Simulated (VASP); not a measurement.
# TiTe2 (P-3m1) in VASP: further runs, part 2 of 2

VASP 6.6.1. The steps go on from the part before.

## (3) Single point, PBE+D3(BJ) (26.68 Å³/atom)

This run uses another cell than the first one, of 26.68 Å³/atom.

INCAR

```
  ALGO = Normal
  EDIFF = 1E-6
  ENCUT = 520
  GGA = PE
  ISIF = 2
  ISMEAR = 0
  IVDW = 12
  LASPH = True
  LCHARG = True
  LELF = True
  LREAL = False
  LVHAR = True
  LWAVE = False
  NBANDS = 19
  NELM = 80
  PREC = Accurate
  SIGMA = 0.1
```

KPOINTS

```
k-points
0
Gamma
  12 12 8
```

POSCAR

```
TiTe2
1.0
    3.7481519436      0.0000000000      0.0000000000
   -1.8740759718      3.2459948004      0.0000000000
    0.0000000000      0.0000000000      6.5799604125
Ti Te
1 2
Direct
    0.0000000000      0.0000000000      0.0000000000
    0.6666666667      0.3333333333      0.2625612244
    0.3333333333      0.6666666667      0.7374387756
```

Potentials or basis: VASP PAW PBE potentials, release 64 (Ti_sv, Te).

On the command line:

```
$ cat potpaw_PBE.64/Ti_sv/POTCAR potpaw_PBE.64/Te/POTCAR > POTCAR
$ mpirun -np 1 vasp_std > vasp.out
```

OUTCAR:

```text
EDIFF = 1E-6
   ENCUT = 520
   GGA = PE
   ISIF = 2
   ISMEAR = 0
   IVDW = 12
   LASPH = True
   LREAL = False
   NELM = 80
   PREC = Accurate
 IVDW          = 12

 ion  position               nearest neighbor table
   1  0.000  0.000  0.000-   2 2.77   3 2.77   3 2.77   2 2.77   2 2.77   3 2.77
   2  0.667  0.333  0.263-   1 2.77   1 2.77   1 2.77
   3  0.333  0.667  0.737-   1 2.77   1 2.77   1 2.77

  LATTYP: Found a hexagonal cell.
 ALAT       =     3.7481519436
 C/A-ratio  =     1.7555212573

  Lattice vectors:

 A1 = (   3.7481519436,   0.0000000000,   0.0000000000)
 A2 = (  -1.8740759718,   3.2459948004,   0.0000000000)
 A3 = (   0.0000000000,   0.0000000000,   6.5799604125)

Analysis of symmetry for initial positions (statically):
=====================================================================
 Subroutine PRICEL returns:
 Original cell was already a primitive cell.

 Routine SETGRP: Setting up the symmetry group for a
 hexagonal supercell.

 Subroutine GETGRP returns: Found 12 space group operations
 (whereof 12 operations were pure point group operations)
 out of a pool of 24 trial point group operations.

The static configuration has the point symmetry D_3d.

Analysis of symmetry for dynamics (positions and initial velocities):
=====================================================================
 Subroutine PRICEL returns:
 Original cell was already a primitive cell.

 Routine SETGRP: Setting up the symmetry group for a
 hexagonal supercell.

 Subroutine GETGRP returns: Found 12 space group operations
 (whereof 12 operations were pure point group operations)
 out of a pool of 24 trial point group operations.

The dynamic configuration has the point symmetry D_3d.

 Subroutine INISYM returns: Found 12 space group operations
 (whereof 12 operations are pure point group operations),
 and found     1 'primitive' translations

----------------------------------------------------------------------------------------

                                     Primitive cell

  volume of cell :      80.0550

  direct lattice vectors                    reciprocal lattice vectors
     3.748151944  0.000000000  0.000000000     0.266798149  0.154035983  0.000000000
    -1.874075972  3.245994800  0.000000000     0.000000000  0.308071966  0.000000000
     0.000000000  0.000000000  6.579960413     0.000000000  0.000000000  0.151976598

  length of vectors
     3.748151944  3.748151944  6.579960413     0.308071966  0.308071966  0.151976598

  position of ions in fractional coordinates (direct lattice)
     0.000000000  0.000000000  0.000000000
     0.666666667  0.333333333  0.262561224
     0.333333333  0.666666667  0.737438776

  ion indices of the primitive-cell ions
   primitive index   ion index
                 1           1
                 2           2
                 3           3

----------------------------------------------------------------------------------------

 KPOINTS: k-points

Automatic generation of k-mesh.
 Grid dimensions read from file:
 generate k-points for:   12   12    8

 Generating k-lattice:

  Cartesian coordinates                     Fractional coordinates (reciprocal lattice)
     0.022233179  0.012836332  0.000000000     0.083333333  0.000000000  0.000000000
     0.000000000  0.025672664  0.000000000     0.000000000  0.083333333  0.000000000
     0.000000000  0.000000000  0.018997075     0.000000000  0.000000000  0.125000000

  Length of vectors
     0.025672664  0.025672664  0.018997075

  Shift w.r.t. Gamma in fractional coordinates (k-lattice)
     0.000000000  0.000000000  0.000000000

 Subroutine IBZKPT returns following result:
 ===========================================

 Found    131 irreducible k-points:

 Following reciprocal coordinates:
            Coordinates               Weight
  0.000000  0.000000  0.000000      1.000000
  0.083333  0.000000  0.000000      6.000000
  0.166667 -0.000000  0.000000      6.000000
  0.250000  0.000000  0.000000      6.000000
  0.333333 -0.000000  0.000000      6.000000
  0.416667  0.000000  0.000000      6.000000
[... 16 lines left out ...]
  0.166667 -0.000000  0.125000      6.000000
  0.000000  0.166667  0.125000      6.000000
 [... further k-points ...]
   k-points           NKPTS =    131   k-points in BZ     NKDIM =    131   number of bands    NBANDS=     19
   number of dos      NEDOS =    301   number of ions     NIONS =      3
   total plane-waves  NPLWV =  39200
   dimension x,y,z NGX =    28 NGY =   28 NGZ =   50
   dimension x,y,z NGXF=    56 NGYF=   56 NGZF=  100
   ions per type =               1   2
   NGX,Y,Z   is equivalent  to a cutoff of  12.42, 12.42, 12.63 a.u.
   NGXF,Y,Z  is equivalent  to a cutoff of  24.84, 24.84, 25.27 a.u.
 SYSTEM =  unknown system
   PREC   = accura    normal or accurate (medium, high low for compatibility)
   ISTART =      0    job   : 0-new  1-cont  2-samecut
   ICHARG =      2    charge: 1-file 2-atom 10-const
   ISPIN  =      1    spin polarized calculation?
   LNONCOLLINEAR =      F non collinear calculations
   LSORBIT =      F    spin-orbit coupling
   LASPH  =      T    aspherical Exc in radial PAW
   ENCUT  =  520.0 eV  38.22 Ry    6.18 a.u.   6.97  6.97 12.23*2*pi/ulx,y,z
   NELM   =     80;   NELMIN=  2; NELMDL= -5     # of ELM steps
   EDIFF  = 0.1E-05   stopping-criterion for ELM
   LREAL  =      F    real-space projection
[... 7 lines left out ...]
   TEBEG  =    0.0;   TEEND  =   0.0 temperature during run
   PSTRESS=    0.0 pullay stress
   NELECT =      24.0000    total number of electrons
   NUPDOWN=      -1.0000    fix difference up-down
   EMIN   =  10.00;   EMAX   =-10.00  energy-range for DOS
   EFERMI =   0.00;   METHOD = LEGACY
   ISMEAR =     0;   SIGMA  =   0.10  broadening in eV -4-tet -1-fermi 0-gaus
   EFERMI_NEDOS =   21; number of points for ismear=-14 and -15
   IALGO  =     38    algorithm
   IMIX   =      4    mixing-type and parameters
     AMIX     =   0.40;   BMIX     =  1.00
     AMIX_MAG =   1.60;   BMIX_MAG =  1.00
  volume/ion in A,a.u.               =      26.68       180.08
  Fermi-wavevector in a.u.,A,eV,Ry     =   1.095677  2.070529 16.333899  1.200508
  Thomas-Fermi vector in A             =   2.232005
   LORBIT       =      0    0 simple, 1 ext, 2 COOP (PROOUT), +10 PAW based schemes
   GGA     = PE    functional components
   LHFCALC =     F    Hartree Fock is set to
   AEXX    =    0.0000 exact exchange contribution
   IVDW    =    12    specifies the selected vdW correction
   LEPSILON=     F    determine dielectric tensor
   LRPA    =     F    only Hartree local field effects (RPA)
 non-spin polarized calculation
 Gauss-broadening in eV      SIGMA  =   0.10
  energy-cutoff  :      520.00
  volume of cell :       80.05
 maximum number of plane-waves:      2175
   NGX = 13   NGY = 13   NGZ = 25

 number of electron      23.9999994 magnetization

 Free energy of the ion-electron system (eV)
  ---------------------------------------------------
  ext. energy  EPLUGINS =         0.00000000
  ---------------------------------------------------
  free energy    TOTEN  =       -16.20957448 eV

  energy without entropy =      -16.20361709  energy(sigma->0) =      -16.20659579

 E-fermi :   6.8718     XC(G=0):  -9.8709

 val. band max:        6.8716477664   @ k =   0.4167   0.0000   0.0000
 cond. band min:       6.8735914861   @ k =   0.0000   0.0833   0.1250
 fundamental gap:      0.0019437196
 Fermi energy:         6.8718334924

 k-point     1 :       0.0000    0.0000    0.0000
  band No.  band energies     occupation
      1     -50.6036      2.00000
      2     -26.8622      2.00000
      3     -26.8622      2.00000
      4     -26.8198      2.00000
      5      -5.5714      2.00000
      6      -4.1353      2.00000
[... 11 lines left out ...]
     18      12.1069      0.00000
     19      12.7737      0.00000

 k-point     2 :       0.0833    0.0000    0.0000
  band No.  band energies     occupation
      1     -50.6034      2.00000
      2     -26.8652      2.00000
      3     -26.8629      2.00000
      4     -26.8191      2.00000
      5      -5.4926      2.00000
      6      -4.0919      2.00000
[... 476 lines left out ...]
 k-point    24 :       0.0000    0.1667    0.1250
  band No.  band energies     occupation
      1     -50.6028      2.00000
      2     -26.8735      2.00000
      3     -26.8648      2.00000
      4     -26.8172      2.00000
      5      -5.2237      2.00000
      6      -4.0403      2.00000
[... 11 lines left out ...]
     18      13.2294      0.00000
     19      13.6696      0.00000

 [... further k-points ...]

------------------------ aborting loop because EDIFF is reached ----------------------------------------

 Edisp (eV)   -1.47860

 E8    (eV) :    -0.6856

  FORCE on cell =-STRESS in cart. coord.  units (eV):
  Direction    XX          YY          ZZ          XY          YZ          ZX
  --------------------------------------------------------------------------------------
  -------------------------------------------------------------------------------------
  Total      -0.96377    -0.96377    -0.93122    -0.00000     0.00000     0.00000
  in kB     -19.28835   -19.28835   -18.63698    -0.00000     0.00000     0.00000
  external pressure =      -19.07 kB  Pullay stress =        0.00 kB

 VOLUME and BASIS-vectors are now :
 -----------------------------------------------------------------------------
  energy-cutoff  :      520.00
  volume of cell :       80.05
      direct lattice vectors                 reciprocal lattice vectors
     3.748151944  0.000000000  0.000000000     0.266798149  0.154035983  0.000000000
    -1.874075972  3.245994800  0.000000000     0.000000000  0.308071966  0.000000000
     0.000000000  0.000000000  6.579960413     0.000000000  0.000000000  0.151976598

 POSITION                                       TOTAL-FORCE (eV/Angst)
 -----------------------------------------------------------------------------------
      0.00000      0.00000      0.00000        -0.000000      0.000000      0.000000
      1.87408      1.08200      1.72764         0.000000     -0.000000      0.002468
     -0.00000      2.16400      4.85232         0.000000      0.000000     -0.002468
 -----------------------------------------------------------------------------------
    total drift:                                0.000000      0.000000     -0.000000

  FREE ENERGIE OF THE ION-ELECTRON SYSTEM (eV)
  ---------------------------------------------------
  free  energy   TOTEN  =       -17.6881790608 eV

  energy  without entropy=      -17.6822216646  energy(sigma->0) =      -17.68520036
```

Wall time 1.7 min (1 thread of AMD EPYC 9R45 (Zen 5), shared host); peak memory 0.31 GiB.

What came out:

```yaml
Free_energy: -17.6882 eV
Pressure: -1.9 GPa
Band_gap_on_the_k_mesh: zero (bands 12 and 13 overlap by 0.72 eV)
Dispersion_energy_per_atom: -0.493 eV
```

Forces on the atoms (eV/Å):
```
Ti   0.000  0.000  0.000
Te   0.000  0.000  0.002
Te   0.000  0.000 -0.002
```

Caveat: spin-orbit coupling is left out, which moves the levels of the heavy elements.

## (4) Single point, PBE+D3(BJ) (27.69 Å³/atom)

This run uses another cell than the first one, of 27.69 Å³/atom.

INCAR

```
PREC = Accurate ; ENCUT = 520
EDIFF = 1E-6 ; ISMEAR = 0
SIGMA = 0.1 ; LREAL = F
LASPH = T ; NELM = 80
ALGO = Normal ; ISIF = 2
LWAVE = F ; LCHARG = F
GGA = PE ; IVDW = 12
NBANDS = 19
```

KPOINTS

```
Automatic mesh
0
Gamma
  12 12 8
```

POSCAR

```
TiTe2
1.0
    3.7670868882      0.0000000000      0.0000000000
   -1.8835434441      3.2623929434      0.0000000000
    0.0000000000      0.0000000000      6.7597899662
Ti Te
1 2
Direct
    0.0000000000      0.0000000000      0.0000000000
    0.6666666667      0.3333333333      0.2554734624
    0.3333333333      0.6666666667      0.7445265376
```

On the command line:

```
$ cat potpaw_PBE.64/Ti_sv/POTCAR potpaw_PBE.64/Te/POTCAR > POTCAR
$ mpirun -np 1 vasp_std > vasp.out
```

Wall time 1.8 min (1 thread of AMD EPYC 9R45 (Zen 5), shared host); peak memory 0.31 GiB.

The run converged. Its results:

| Quantity | Value |
| --- | --- |
| Free energy | -17.6462 eV |
| Pressure | -2.5 GPa |
| Largest force | 0.015 eV/Å |
| Band gap on the k mesh | zero (bands 12 and 13 overlap by 0.67 eV) |
| Dispersion energy per atom | -0.475 eV |

Forces in eV/Å, atoms in the order of the input:
```
Ti   0.000  0.000  0.000
Te   0.000  0.000  0.015
Te   0.000  0.000 -0.015
```

Stress tensor (GPa, compression positive):
```
-2.51  0.00  0.00
 0.00 -2.51  0.00
 0.00  0.00 -2.43
```

Levels at points of the mesh, in eV from the Fermi level:
```tsv
k point	band 10	band 11	band 12	band 13	band 14	band 15
(0.00, 0.00, 0.00)	0.17	0.30	0.39	0.39	1.10	1.10
(0.50, 0.00, 0.00)	-2.37	-1.75	-0.97	-0.01	1.14	1.48
(0.00, 0.00, 0.50)	-1.55	0.39	0.39	0.89	0.89	0.91
(0.50, 0.00, 0.50)	-1.93	-1.16	-0.61	-0.28	1.14	1.46
```

Caveat: spin-orbit coupling is left out, which moves the levels of the heavy elements.

## (5) Summary

| cell | gap on the mesh (eV) | pressure (GPa) | largest force (eV/Å) |
| --- | --- | --- | --- |
| a = 3.777, b = 3.777, c = 6.498 Å, angles 90.0, 90.0, 120.0°, 3 atoms, atomic positions A | none | -2.2 | 0.01 |
| a = 3.748, b = 3.748, c = 6.580 Å, angles 90.0, 90.0, 120.0°, 3 atoms, atomic positions B | none | -1.9 | - |
| a = 3.767, b = 3.767, c = 6.760 Å, angles 90.0, 90.0, 120.0°, 3 atoms, atomic positions C | none | -2.5 | 0.01 |

Alike in all rows: task single point; level PBE+D3(BJ); potentials or basis VASP PAW PBE potentials, release 64 (Ti_sv, Te); no spin polarisation; k mesh 12 × 12 × 8; cutoff (eV) 520; smearing gaussian 0.1 eV.

Caveats: spin-orbit coupling is left out, which moves the levels of the heavy elements.

Absolute energies hang on the potentials; compare differences alone.
